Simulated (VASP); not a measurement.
# Te (P1) in VASP: single point with PBE

Aim: the single point of Te with PBE.

All numbers are computed with VASP 6.6.1; they aren't measurements. Logs are shortened: lines on timing, memory, paths and dates and some standing lists are left out, and cuts for length are marked.

## (1) The cell of the first run

The typed cell holds 3 atoms: a = 4.383 Å, b = 4.383 Å, c = 5.977 Å, α = 90.79°, β = 90.79°, γ = 58.70°.

## (2) Single point, PBE

Input file INCAR:

```
PREC     = Accurate       # precision mode
ENCUT    = 520            # plane-wave cutoff, eV
EDIFF    = 1E-6           # SCF threshold, eV
ISMEAR   = -1             # smearing method
SIGMA    = 0.05           # smearing width, eV
LREAL    = False          # projectors in reciprocal space
LASPH    = True           # aspherical terms in the spheres
NELM     = 100            # most SCF steps
ALGO     = Normal         # electronic algorithm
ISIF     = 2              # what is computed and relaxed
LWAVE    = False          # write WAVECAR
LCHARG   = False          # write CHGCAR
GGA      = PE             # functional
NBANDS   = 16             # bands
```

Input file KPOINTS:

```
regular mesh
0
Gamma
  6 6 4
```

Input file POSCAR:

```
Te
1.0
    3.8202894285     -2.1482026000      0.0000000000
    3.8202894285      2.1482026000      0.0000000000
   -0.0942908673      0.0000000000      5.9760906531
Te
3
Direct
    0.7346652434      0.6101588116      0.6641598121
    0.2955579864      0.3274679749      0.3313354083
    0.0174858603      0.0476704635     -0.0035535304
```

Potentials or basis: VASP PAW PBE potentials, release 64 (Te).

Started as:

```console
cat potpaw_PBE.64/Te/POTCAR > POTCAR
mpirun -np 1 vasp_std > vasp.out
```

OUTCAR:

```text
PREC = Accurate
   ENCUT = 520
   EDIFF = 1E-6
   ISMEAR = -1
   LREAL = False
   LASPH = True
   NELM = 100
   ISIF = 2
   GGA = PE

 ion  position               nearest neighbor table
   1  0.735  0.610  0.664-   2 2.90   3 2.91   3 3.36   2 3.37   3 3.38   2 3.39
   2  0.296  0.327  0.331-   3 2.90   1 2.90   1 3.37   1 3.39   3 3.40   3 3.41
   3  0.017  0.048  0.996-   2 2.90   1 2.91   1 3.36   1 3.38   2 3.40   2 3.41

  LATTYP: Found a base centered monoclinic cell.
 ALAT       =     7.6405788570
 B/A-ratio  =     0.5623140969
 C/A-ratio  =     0.7822489081
 COS(beta)  =    -0.0157760547

  Lattice vectors:

 A1 = (   3.8202894285,  -2.1482026000,   0.0000000000)
 A2 = (   3.8202894285,   2.1482026000,   0.0000000000)
 A3 = (  -0.0942908673,   0.0000000000,   5.9760906531)

Analysis of symmetry for initial positions (statically):
=====================================================================
 Subroutine PRICEL returns:
 Original cell was already a primitive cell.

 Routine SETGRP: Setting up the symmetry group for a
 base centered monoclinic supercell.

 Subroutine GETGRP returns: Found  1 space group operations
 (whereof  1 operations were pure point group operations)
 out of a pool of  4 trial point group operations.

The static configuration has the point symmetry C_1 .

Analysis of symmetry for dynamics (positions and initial velocities):
=====================================================================
 Subroutine PRICEL returns:
 Original cell was already a primitive cell.

 Routine SETGRP: Setting up the symmetry group for a
 base centered monoclinic supercell.

 Subroutine GETGRP returns: Found  1 space group operations
 (whereof  1 operations were pure point group operations)
 out of a pool of  4 trial point group operations.

The dynamic configuration has the point symmetry C_1 .

 Subroutine INISYM returns: Found  1 space group operations
 (whereof  1 operations are pure point group operations),
 and found     1 'primitive' translations

----------------------------------------------------------------------------------------

                                     Primitive cell

  volume of cell :      98.0886

  direct lattice vectors                    reciprocal lattice vectors
     3.820289429 -2.148202600  0.000000000     0.130880136 -0.232752721  0.002065029
     3.820289429  2.148202600  0.000000000     0.130880136  0.232752721  0.002065029
    -0.094290867  0.000000000  5.976090653     0.000000000  0.000000000  0.167333472

  length of vectors
     4.382851324  4.382851324  5.976834468     0.267035023  0.267035023  0.167333472

  position of ions in fractional coordinates (direct lattice)
     0.734665243  0.610158812  0.664159812
     0.295557986  0.327467975  0.331335408
     0.017485860  0.047670463  0.996446470

  ion indices of the primitive-cell ions
   primitive index   ion index
                 1           1
                 2           2
                 3           3

----------------------------------------------------------------------------------------

 KPOINTS: regular mesh

Automatic generation of k-mesh.
 Grid dimensions read from file:
 generate k-points for:    6    6    4

 Generating k-lattice:

  Cartesian coordinates                     Fractional coordinates (reciprocal lattice)
     0.021813356 -0.038792120  0.000344172     0.166666667  0.000000000 -0.000000000
     0.021813356  0.038792120  0.000344172     0.000000000  0.166666667 -0.000000000
     0.000000000  0.000000000  0.041833368     0.000000000  0.000000000  0.250000000

  Length of vectors
     0.044505837  0.044505837  0.041833368

  Shift w.r.t. Gamma in fractional coordinates (k-lattice)
     0.000000000  0.000000000  0.000000000

 Subroutine IBZKPT returns following result:
 ===========================================

 Found     76 irreducible k-points:

 Following reciprocal coordinates:
            Coordinates               Weight
  0.000000  0.000000  0.000000      1.000000
  0.166667  0.000000  0.000000      2.000000
  0.000000 -0.166667  0.000000      2.000000
  0.333333 -0.000000 -0.000000      2.000000
  0.000000 -0.333333  0.000000      2.000000
  0.500000 -0.000000  0.000000      1.000000
[... 16 lines left out ...]
  0.000000 -0.166667 -0.250000      2.000000
  0.333333 -0.000000  0.250000      2.000000
 [... further k-points ...]
   k-points           NKPTS =     76   k-points in BZ     NKDIM =     76   number of bands    NBANDS=     16
   number of dos      NEDOS =    301   number of ions     NIONS =      3
   total plane-waves  NPLWV =  62208
   dimension x,y,z NGX =    36 NGY =   36 NGZ =   48
   dimension x,y,z NGXF=    72 NGYF=   72 NGZF=   96
   ions per type =               3
   NGX,Y,Z   is equivalent  to a cutoff of  13.66, 13.66, 13.35 a.u.
   NGXF,Y,Z  is equivalent  to a cutoff of  27.31, 27.31, 26.70 a.u.
 SYSTEM =  unknown system
   PREC   = accura    normal or accurate (medium, high low for compatibility)
   ISTART =      0    job   : 0-new  1-cont  2-samecut
   ICHARG =      2    charge: 1-file 2-atom 10-const
   ISPIN  =      1    spin polarized calculation?
   LNONCOLLINEAR =      F non collinear calculations
   LSORBIT =      F    spin-orbit coupling
   LASPH  =      T    aspherical Exc in radial PAW
   ENCUT  =  520.0 eV  38.22 Ry    6.18 a.u.   8.15  8.15 11.11*2*pi/ulx,y,z
   NELM   =    100;   NELMIN=  2; NELMDL= -5     # of ELM steps
   EDIFF  = 0.1E-05   stopping-criterion for ELM
   LREAL  =      F    real-space projection
   EDIFFG = 0.1E-04   stopping-criterion for IOM
   NSW    =      0    number of steps for IOM
   IBRION =     -1    ionic relax: 0-MD 1-quasi-New 2-CG
   NFREE  =      0    steps in history (QN), initial steepest desc. (CG)
   ISIF   =      2    stress and relaxation
   ISYM   =      2    0-nonsym 1-usesym 2-fastsym
   POTIM  = 0.5000    time-step for ionic-motion
   TEBEG  =    0.0;   TEEND  =   0.0 temperature during run
   PSTRESS=    0.0 pullay stress
   NELECT =      18.0000    total number of electrons
   NUPDOWN=      -1.0000    fix difference up-down
   EMIN   =  10.00;   EMAX   =-10.00  energy-range for DOS
   EFERMI =   0.00;   METHOD = LEGACY
   ISMEAR =    -1;   SIGMA  =   0.05  broadening in eV -4-tet -1-fermi 0-gaus
   EFERMI_NEDOS =   21; number of points for ismear=-14 and -15
   IALGO  =     38    algorithm
   IMIX   =      4    mixing-type and parameters
     AMIX     =   0.40;   BMIX     =  1.00
     AMIX_MAG =   1.60;   BMIX_MAG =  1.00
  volume/ion in A,a.u.               =      32.70       220.64
  Fermi-wavevector in a.u.,A,eV,Ry     =   0.930307  1.758025 11.775440  0.865470
  Thomas-Fermi vector in A             =   2.056681
   LORBIT       =      0    0 simple, 1 ext, 2 COOP (PROOUT), +10 PAW based schemes
   GGA     = PE    functional components
   LHFCALC =     F    Hartree Fock is set to
   AEXX    =    0.0000 exact exchange contribution
   IVDW    =     0    specifies the selected vdW correction
   LEPSILON=     F    determine dielectric tensor
   LRPA    =     F    only Hartree local field effects (RPA)
 non-spin polarized calculation
  energy-cutoff  :      520.00
  volume of cell :       98.09
 maximum number of plane-waves:      2654
 NGX is ok and might be reduce to    36
   NGX = 17   NGY = 17   NGZ = 23

 number of electron      18.0000000 magnetization

 Free energy of the ion-electron system (eV)
  ---------------------------------------------------
  ext. energy  EPLUGINS =         0.00000000
  ---------------------------------------------------
  free energy    TOTEN  =        -9.38745813 eV

  energy without entropy =       -9.38495574  energy(sigma->0) =       -9.38620693

 E-fermi :   6.4817     XC(G=0):  -9.2583

 val. band max:        6.4430964053   @ k =  -0.3333   0.3333   0.5000
 cond. band min:       6.4893601290   @ k =  -0.3333   0.3333   0.5000
 fundamental gap:      0.0462637238
 Fermi energy:         6.4817417932

 k-point     1 :       0.0000    0.0000    0.0000
  band No.  band energies     occupation
      1      -7.3408      2.00000
      2      -4.0282      2.00000
      3      -4.0040      2.00000
      4       3.4770      2.00000
      5       3.8069      2.00000
      6       3.8317      2.00000
[... 8 lines left out ...]
     15      12.4811      0.00000
     16      12.6493      0.00000

 k-point     2 :       0.1667    0.0000    0.0000
  band No.  band energies     occupation
      1      -7.1271      2.00000
      2      -4.0552      2.00000
      3      -3.9506      2.00000
      4       2.2535      2.00000
      5       2.9388      2.00000
      6       3.2709      2.00000
[... 8 lines left out ...]
     15      12.4763      0.00000
     16      13.0555      0.00000

 k-point     3 :       0.0000   -0.1667    0.0000
  band No.  band energies     occupation
      1      -7.1267      2.00000
      2      -4.0563      2.00000
      3      -3.9501      2.00000
      4       2.2511      2.00000
      5       2.9353      2.00000
      6       3.2768      2.00000
[... 8 lines left out ...]
     15      12.4811      0.00000
     16      13.0456      0.00000

 k-point     4 :       0.3333   -0.0000   -0.0000
  band No.  band energies     occupation
      1      -6.5464      2.00000
      2      -4.3922      2.00000
      3      -3.7890      2.00000
      4       1.4172      2.00000
      5       2.0909      2.00000
      6       2.6720      2.00000
[... 8 lines left out ...]
     15      13.5633      0.00000
     16      14.4027      0.00000
[... 324 lines left out ...]
 k-point    22 :       0.1667    0.0000    0.2500
  band No.  band energies     occupation
      1      -6.9041      2.00000
      2      -5.2794      2.00000
      3      -2.7519      2.00000
      4       2.4146      2.00000
      5       2.5320      2.00000
      6       3.3862      2.00000
[... 8 lines left out ...]
     15      12.4623      0.00000
     16      12.8435      0.00000

 k-point    23 :       0.0000   -0.1667   -0.2500
  band No.  band energies     occupation
      1      -6.9033      2.00000
      2      -5.2809      2.00000
      3      -2.7506      2.00000
      4       2.4142      2.00000
      5       2.5231      2.00000
      6       3.3944      2.00000
[... 8 lines left out ...]
     15      12.4654      0.00000
     16      12.8442      0.00000

 k-point    24 :       0.3333   -0.0000    0.2500
  band No.  band energies     occupation
      1      -6.3287      2.00000
      2      -5.1178      2.00000
      3      -3.2148      2.00000
      4       1.0586      2.00000
      5       1.9569      2.00000
      6       2.8470      2.00000
[... 8 lines left out ...]
     15      13.7314      0.00000
     16      14.3114      0.00000

 [... further k-points ...]

------------------------ aborting loop because EDIFF is reached ----------------------------------------

  FORCE on cell =-STRESS in cart. coord.  units (eV):
  Direction    XX          YY          ZZ          XY          YZ          ZX
  --------------------------------------------------------------------------------------
  -------------------------------------------------------------------------------------
  Total        1.0209334      1.2735661      1.1522302     -0.0088880      0.0089588      0.1210566
  in kB       16.6759013     20.8023981     18.8204999     -0.1451764      0.1463334      1.9773349
  external PRESSURE =      18.7662664 kB  Pullay stress =       0.0000000 kB

 VOLUME and BASIS-vectors are now :
 -----------------------------------------------------------------------------
  energy-cutoff  :      520.00
  volume of cell :       98.09
      direct lattice vectors                 reciprocal lattice vectors
     3.820289429 -2.148202600  0.000000000     0.130880136 -0.232752721  0.002065029
     3.820289429  2.148202600  0.000000000     0.130880136  0.232752721  0.002065029
    -0.094290867  0.000000000  5.976090653     0.000000000  0.000000000  0.167333472

 POSITION                                       TOTAL-FORCE (eV/Angst)
 -----------------------------------------------------------------------------------
      5.07499     -0.26747      3.96908        -0.005846      0.009146     -0.005240
      2.34890      0.06855      1.98009         0.015188     -0.010279     -0.002554
      0.15496      0.06484      5.95485        -0.009343      0.001133      0.007794
 -----------------------------------------------------------------------------------
    total drift:                               -0.000019     -0.000041     -0.000070

  FREE ENERGIE OF THE ION-ELECTRON SYSTEM (eV)
  ---------------------------------------------------
  free  energy   TOTEN  =        -9.3874581262 eV

  energy  without entropy=       -9.3849557364  energy(sigma->0) =       -9.38620693
```

Wall time 1.9 min (1 thread of Intel Xeon Platinum 8375C at 2.90GHz (Ice Lake), shared host); peak memory 0.28 GiB.

What came out:

- Free energy: -9.3875 eV
- Pressure: 1.9 GPa
- Largest force: 0.019 eV/Å
- Band gap on the k mesh: 0.05 eV, direct

Forces in eV/Å, atoms in the order of the input:
```
Te  -0.006  0.009 -0.005
Te   0.015 -0.010 -0.003
Te  -0.009  0.001  0.008
```

Stress tensor (GPa, compression positive):
```
 1.67 -0.01  0.20
-0.01  2.08  0.01
 0.20  0.01  1.88
```

Caveat: spin-orbit coupling is left out, which moves the levels of the heavy elements. A k mesh can miss the band edges.
